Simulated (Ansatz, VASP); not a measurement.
**One calculation of Cs, two programs**

Contents of INCAR:

```
PREC = Accurate ; ENCUT = 520
EDIFF = 1E-8 ; ISMEAR = -1
SIGMA = 0.05 ; LREAL = False
LASPH = True ; NELM = 100
ALGO = Normal ; ISIF = 2
LWAVE = False ; LCHARG = False
GGA = PE ; LEFG = True
NBANDS = 16
```

The input KPOINTS:

```
Automatic mesh
0
Gamma
  8 8 8
```

POSCAR

```
Cs
1.0
   -2.5538463026      2.5538463026      9.5960667852
    2.5538463026     -2.5538463026      9.5960667852
    2.5538463026      2.5538463026     -9.5960667852
Cs
2
Direct
    0.2500000000      0.7500000000      0.5000000000
    0.5000000000      0.5000000000      0.0000000000
```

Input for Ansatz:

```yaml
crystal:
  lattice:
    - [-2.5538463026, 2.5538463026, 9.5960667852]
    - [2.5538463026, -2.5538463026, 9.5960667852]
    - [2.5538463026, 2.5538463026, -9.5960667852]
  atoms:
    - { symbol: Cs, position: [0.25, 0.75, 0.5] }
    - { symbol: Cs, position: [0.5, 0.5, 0.0] }
kpoints:
  mp_grid: { grid: [8, 8, 8] }
scf:
  occupations: { method: fermi_dirac, width: 0.05 }
hamiltonian:
  xc: pbe
  pseudopotentials: { kind: paw }
output:
  forces: true
  stress: true
  populations: true
  efg:
    quadrupole_moments_barn: { Cs: -0.00343 }
    contact_densities: true
```

Alike in both runs: task electric field gradients; functional PBE; k mesh 8 × 8 × 8; occupations fermi-dirac, width 0.05 eV; no spin polarisation.

|  | VASP | Ansatz |
| --- | --- | --- |
| version | VASP 6.6.1 | Ansatz 0.2.0 |
| potentials or method | VASP PAW PBE potentials, release 64 (Cs_sv) | plane-wave PAW, scalar-relativistic |
| plane-wave cutoff (eV) | 520 | 420 |
| valence electrons in the cell | 18 | 18 |

|  | VASP | Ansatz | Ansatz less VASP |
| --- | --- | --- | --- |
| pressure (GPa) | 0.0 | 0.0 | +0.01 |
| traceless stress, the component that is largest in VASP (GPa) | -0.08 | -0.08 | 0.000 |
| size of Vzz on the site where it differs most (V/Å²) | 5.0 | 5.2 | +0.19 |

Spin-orbit coupling is off throughout.
